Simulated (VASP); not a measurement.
# H6C2O in VASP: notebook, part 2 of 2

VASP 6.6.1. Earlier steps stand in the parts before.

## (3) Relaxation of the atoms, PBE+D3(BJ)

Contents of INCAR:

```
SYSTEM = H6C2O
  PREC = Accurate
  ENCUT = 520
  EDIFF = 1E-7
  ISMEAR = -1
  SIGMA = 0.02
  LREAL = Auto
  LASPH = .TRUE.
  NELM = 60
  ALGO = Normal
  ISIF = 2
  LWAVE = .FALSE.
  LCHARG = .FALSE.
  GGA = PE
  IVDW = 12
  IBRION = 2
  NSW = 35
  EDIFFG = -0.3
```

Contents of KPOINTS:

```
regular mesh
0
G
  1 1 1
  0 0 0
```

Contents of POSCAR:

```
H6C2O
1.0
    7.5290720000      0.0000000000      0.0000000000
    0.0000000000      7.5290720000      0.0000000000
    0.0000000000      0.0000000000      7.5290720000
C O H
8 4 24
Direct
    0.2859353000      0.5080895000      0.5186601000
    0.4069433000      0.5590883000      0.6705878000
    0.9404521000      0.6174090000      0.2976613000
    0.8074604000      0.7603898000      0.2508047000
   -0.0348352000      0.7426362000      0.7762864000
    0.1005957000      0.7793716000      0.9199346000
    0.6961223000      0.1074734000      0.2200734000
    0.5758586000      0.2679819000      0.2100995000
    0.5423235000      0.4268710000      0.6808401000
    0.6368090000      0.6781591000      0.2452787000
    0.0926531000      0.9648640000      0.9579322000
    0.4011797000      0.2045518000      0.1729752000
    0.6207761000      0.4586027000      0.7782146000
    0.4646039000      0.6910996000      0.6468012000
    0.3310983000      0.5659043000      0.7951615000
    0.1786866000      0.6048602000      0.5038107000
    0.3612994000      0.5024925000      0.3949043000
    0.2279522000      0.3774458000      0.5430887000
    0.5504331000      0.7691527000      0.2152304000
    0.8108758000      0.8668890000      0.3506233000
    0.8409523000      0.8198535000      0.1217315000
    1.0747219000      0.6723510000      0.3040143000
    0.9075884000      0.5593142000      0.4263919000
    0.9376293000      0.5123345000      0.1977715000
    0.1793342000      0.9896968000      1.0501994000
    0.0703484000      0.7003712000      1.0389370000
    0.2339067000      0.7410958000      0.8743204000
   -0.0352597000      0.6017705000      0.7410158000
   -0.1672666000      0.7796985000      0.8222743000
   -0.0039024000      0.8203748000      0.6578531000
    0.3229271000      0.3069034000      0.1663260000
    0.5790768000      0.3411420000      0.3364117000
    0.6217733000      0.3587770000      0.1053827000
    0.8328133000      0.1474874000      0.2483897000
    0.6509423000      0.0180336000      0.3248870000
    0.6935882000      0.0356478000      0.0941320000
```

Potentials or basis: VASP PAW PBE potentials, release 64 (C, O, H).

Launch:

```console
cat potpaw_PBE.64/C/POTCAR potpaw_PBE.64/O/POTCAR potpaw_PBE.64/H/POTCAR > POTCAR
mpirun -np 1 vasp_gam > vasp.out
```

OUTCAR:

```text
SYSTEM = H6C2O
   PREC = Accurate
   ENCUT = 520
   EDIFF = 1E-7
   ISMEAR = -1
   LREAL = Auto
   LASPH = .TRUE.
   NELM = 60
   ISIF = 2
   GGA = PE
   IVDW = 12
   IBRION = 2
   NSW = 35
   EDIFFG = -0.3
 IVDW          = 12

 ion  position               nearest neighbor table
   1  0.286  0.508  0.519-  17 1.09  18 1.09  16 1.09   2 1.51
   2  0.407  0.559  0.671-  15 1.10  14 1.10   9 1.43   1 1.51
   3  0.940  0.617  0.298-  24 1.09  23 1.09  22 1.09   4 1.51
   4  0.807  0.760  0.251-  20 1.10  21 1.10  10 1.43   3 1.51
   5  0.965  0.743  0.776-  30 1.09  29 1.09  28 1.09   6 1.51
   6  0.101  0.779  0.920-  27 1.10  26 1.10  11 1.43   5 1.51
   7  0.696  0.107  0.220-  36 1.09  35 1.09  34 1.09   8 1.51
   8  0.576  0.268  0.210-  33 1.10  32 1.10  12 1.43   7 1.51
   9  0.542  0.427  0.681-  13 0.97   2 1.43
  10  0.637  0.678  0.245-  19 0.97   4 1.43
  11  0.093  0.965  0.958-  25 0.97   6 1.43
  12  0.401  0.205  0.173-  31 0.97   8 1.43
  13  0.621  0.459  0.778-   9 0.97
  14  0.465  0.691  0.647-   2 1.10
  15  0.331  0.566  0.795-   2 1.10
  16  0.179  0.605  0.504-   1 1.09
  17  0.361  0.502  0.395-   1 1.09
[... 17 lines left out ...]
  35  0.651  0.018  0.325-   7 1.09
  36  0.694  0.036  0.094-   7 1.09

  LATTYP: Found a simple cubic cell.
 ALAT       =     7.5290720000

  Lattice vectors:

 A1 = (   7.5290720000,   0.0000000000,   0.0000000000)
 A2 = (   0.0000000000,   7.5290720000,   0.0000000000)
 A3 = (   0.0000000000,   0.0000000000,   7.5290720000)

Analysis of symmetry for initial positions (statically):
=====================================================================
 Subroutine PRICEL returns:
 Original cell was already a primitive cell.

 Routine SETGRP: Setting up the symmetry group for a
 simple cubic supercell.

 Subroutine GETGRP returns: Found  1 space group operations
 (whereof  1 operations were pure point group operations)
 out of a pool of 48 trial point group operations.

The static configuration has the point symmetry C_1 .

Analysis of symmetry for dynamics (positions and initial velocities):
=====================================================================
 Subroutine PRICEL returns:
 Original cell was already a primitive cell.

 Routine SETGRP: Setting up the symmetry group for a
 simple cubic supercell.

[... 166 lines left out ...]
   IMIX   =      4    mixing-type and parameters
     AMIX     =   0.40;   BMIX     =  1.00
     AMIX_MAG =   1.60;   BMIX_MAG =  1.00
  volume/ion in A,a.u.               =      11.86        80.01
  Fermi-wavevector in a.u.,A,eV,Ry     =   0.936907  1.770498 11.943135  0.877796
  Thomas-Fermi vector in A             =   2.063965
   LORBIT       =      0    0 simple, 1 ext, 2 COOP (PROOUT), +10 PAW based schemes
   GGA     = PE    functional components
   LHFCALC =     F    Hartree Fock is set to
   AEXX    =    0.0000 exact exchange contribution
   IVDW    =    12    specifies the selected vdW correction
   LEPSILON=     F    determine dielectric tensor
   LRPA    =     F    only Hartree local field effects (RPA)
 conjugate gradient relaxation of ions
 non-spin polarized calculation
  energy-cutoff  :      520.00
  volume of cell :      426.80
 maximum number of plane-waves:      5730
 NGX is ok and might be reduce to    54
   NGX = 27   NGY = 27   NGZ = 27

--------------------------------------- Ionic step        1  -------------------------------------------

 number of electron      80.0000000 magnetization

 Free energy of the ion-electron system (eV)
  ---------------------------------------------------
  ext. energy  EPLUGINS =         0.00000000
  ---------------------------------------------------
  free energy    TOTEN  =      -186.77208015 eV

  energy without entropy =     -186.77208015  energy(sigma->0) =     -186.77208015

------------------------ aborting loop because EDIFF is reached ----------------------------------------

 Edisp (eV)   -1.27210

 E8    (eV) :    -0.2865
[... 207 lines left out ...]
  FREE ENERGIE OF THE ION-ELECTRON SYSTEM (eV)
  ---------------------------------------------------
  free  energy   TOTEN  =      -188.0969890128 eV

  energy  without entropy=     -188.0969890128  energy(sigma->0) =     -188.09698901

[... ionic steps 4 to 18 ...]

--------------------------------------- Ionic step       19  -------------------------------------------

 number of electron      79.9999992 magnetization

------------------------ aborting loop because EDIFF is reached ----------------------------------------
[... 143 lines left out ...]
--------------------------------------- Ionic step       21  -------------------------------------------

 number of electron      79.9999990 magnetization

 Free energy of the ion-electron system (eV)
  ---------------------------------------------------
  ext. energy  EPLUGINS =         0.00000000
  ---------------------------------------------------
  free energy    TOTEN  =      -187.34738453 eV

  energy without entropy =     -187.34738453  energy(sigma->0) =     -187.34738453

 E-fermi :  -2.6735     XC(G=0):  -6.0421

 val. band max:       -3.2469764098   @ k =   0.0000   0.0000   0.0000
 cond. band min:       1.3569898309   @ k =   0.0000   0.0000   0.0000
 fundamental gap:      4.6039662407
 Fermi energy:        -2.6735329836

 k-point     1 :       0.0000    0.0000    0.0000
  band No.  band energies     occupation
      1     -22.6651      2.00000
      2     -22.5735      2.00000
      3     -22.5294      2.00000
      4     -22.4805      2.00000
      5     -16.0157      2.00000
      6     -15.7967      2.00000
[... 44 lines left out ...]
     51       4.6934      0.00000
     52       5.1045      0.00000
 [bands above 52 left out]

------------------------ aborting loop because EDIFF is reached ----------------------------------------

 Edisp (eV)   -1.26407

 E8    (eV) :    -0.2842
[... 59 lines left out ...]
  FREE ENERGIE OF THE ION-ELECTRON SYSTEM (eV)
  ---------------------------------------------------
  free  energy   TOTEN  =      -188.6114539962 eV

  energy  without entropy=     -188.6114539962  energy(sigma->0) =     -188.61145400

 reached required accuracy - stopping structural energy minimisation
```

CONTCAR:

```text
H6C2O
   1.00000000000000
     7.5290720000000002    0.0000000000000000    0.0000000000000000
     0.0000000000000000    7.5290720000000002    0.0000000000000000
     0.0000000000000000    0.0000000000000000    7.5290720000000002
  C               O               H
     8     4    24
Direct
     0.2982963958411275    0.5013978908115869    0.5240953303388335
     0.4273709566179917    0.5444626997814207    0.6723701782114514
     0.9312192012020505    0.5868332793905474    0.2977340111123712
     0.8044727729014214    0.7382036013590447    0.2564356529965879
     0.9628271188466095    0.7529000308090942    0.7748572908696322
     0.1000745570527537    0.7951713849710339    0.9165687507815894
[... 28 lines left out ...]
     0.6339354358709876    0.0368768847898343    0.3225666781097687
     0.6849331555624892    0.0452883853353011    0.0927818335320573

  0.00000000E+00  0.00000000E+00  0.00000000E+00
  0.00000000E+00  0.00000000E+00  0.00000000E+00
  0.00000000E+00  0.00000000E+00  0.00000000E+00
  0.00000000E+00  0.00000000E+00  0.00000000E+00
  0.00000000E+00  0.00000000E+00  0.00000000E+00
  0.00000000E+00  0.00000000E+00  0.00000000E+00
[... 28 lines left out ...]
  0.00000000E+00  0.00000000E+00  0.00000000E+00
  0.00000000E+00  0.00000000E+00  0.00000000E+00
```

Wall time 9.8 min (1 thread of Intel Xeon Platinum 8488C (Sapphire Rapids), shared host); peak memory 0.45 GiB.

What came out:

```
Free energy                  : -188.6115 eV
Energy gained by relaxing    : 15.8 meV/atom
Ionic steps                  : 21
Pressure after relaxing      : 0.3 GPa
Largest force after relaxing : 0.281 eV/Å
Band gap on the k mesh       : 4.60 eV
Dispersion energy per atom   : -0.035 eV
```

Forces on the atoms (eV/Å):
```
C    0.201 -0.088  0.108
C    0.007 -0.121 -0.045
C   -0.218 -0.094 -0.007
C    0.015 -0.150  0.053
C    0.091  0.001  0.078
C    0.088  0.036  0.020
C   -0.027 -0.219  0.058
C   -0.080 -0.091  0.024
O   -0.059 -0.087 -0.133
O    0.151  0.124 -0.086
O    0.095  0.116 -0.053
O    0.011 -0.019 -0.035
H    0.081 -0.065 -0.005
H    0.050  0.143  0.053
H    0.006  0.009  0.085
H   -0.155  0.011  0.033
H    0.112  0.079  0.038
H    0.065  0.045  0.083
H    0.008 -0.201  0.044
H    0.064  0.038  0.056
H    0.031 -0.033  0.067
H   -0.020 -0.169  0.058
H   -0.074  0.052 -0.080
H   -0.195  0.198 -0.044
H   -0.111  0.096 -0.012
H    0.061 -0.033 -0.050
H    0.037  0.019 -0.098
H   -0.101  0.074 -0.096
H    0.002  0.002  0.001
H   -0.011  0.009  0.108
H   -0.162  0.134  0.021
H   -0.097 -0.046  0.062
H    0.067 -0.028 -0.184
H    0.076  0.081 -0.053
H   -0.056  0.091  0.096
H    0.049  0.087 -0.163
```

Step by step:
| step | energy change (eV) | largest force (eV/Å) | pressure (GPa) |
| --- | --- | --- | --- |
| 1 | 0.0000 | 1.0393 | 1.66 |
| 2 | 0.0490 | 2.1654 | 1.28 |
| 3 | -0.0528 | 0.5475 | 1.45 |
| 4 | -0.1202 | 0.6283 | 1.07 |
| 5 | -0.1281 | 0.9982 | 0.89 |
| 6 | -0.1625 | 0.7592 | 0.89 |
| 7 | -0.2093 | 0.5892 | 0.92 |
| 8 | -0.2407 | 0.3662 | 0.84 |
| 9 | -0.2678 | 0.7442 | 0.69 |
| 10 | -0.2960 | 0.5874 | 0.69 |
| 11 | -0.3454 | 0.5063 | 0.71 |
| 12 | -0.3505 | 0.6199 | 0.70 |
| 13 | -0.3869 | 0.3446 | 0.67 |
| 14 | -0.4060 | 0.7213 | 0.61 |
| 15 | -0.4376 | 0.4002 | 0.45 |
| 16 | -0.4402 | 0.6001 | 0.39 |
| 17 | -0.4762 | 0.3472 | 0.34 |
| 18 | -0.4959 | 0.6095 | 0.27 |
| 19 | -0.5294 | 0.3400 | 0.26 |
| 20 | -0.5312 | 0.4607 | 0.26 |
| 21 | -0.5673 | 0.2810 | 0.29 |

Final structure:
```
C O H
1.0
     7.52907    0.00000    0.00000
     0.00000    7.52907    0.00000
     0.00000    0.00000    7.52907
C O H
8 4 24
Direct
  0.29830 0.50140 0.52410
  0.42737 0.54446 0.67237
  0.93122 0.58683 0.29773
  0.80447 0.73820 0.25644
  0.96283 0.75290 0.77486
  0.10007 0.79517 0.91657
  0.68310 0.12335 0.21569
  0.56372 0.28187 0.20117
  0.57474 0.42357 0.67603
  0.61987 0.68613 0.23945
  0.08062 0.97380 0.98007
  0.38797 0.21475 0.16098
  0.63838 0.44616 0.78593
  0.47602 0.68118 0.65293
  0.35614 0.53841 0.80012
  0.19511 0.60285 0.52787
  0.36201 0.50972 0.39336
  0.23615 0.36986 0.53799
  0.55716 0.79736 0.21508
  0.81620 0.83408 0.36587
  0.84664 0.80692 0.13487
  0.06311 0.64891 0.30046
  0.90607 0.52757 0.42904
  0.93623 0.47792 0.19969
  0.19490 0.01224 0.02859
  0.08243 0.70132 0.02772
  0.23524 0.77545 0.86512
  0.96985 0.60948 0.74712
  0.82818 0.78379 0.82248
  0.98600 0.82642 0.65074
  0.30599 0.31353 0.16889
  0.56503 0.35579 0.32657
  0.60639 0.37652 0.09866
  0.82001 0.15813 0.24912
  0.63394 0.03688 0.32257
  0.68493 0.04529 0.09278
```

Caveat: the k points lie up to 0.83 Å⁻¹ apart; the relaxation stopped at a loose force limit of 0.3 eV/Å, so its end isn't a converged minimum.
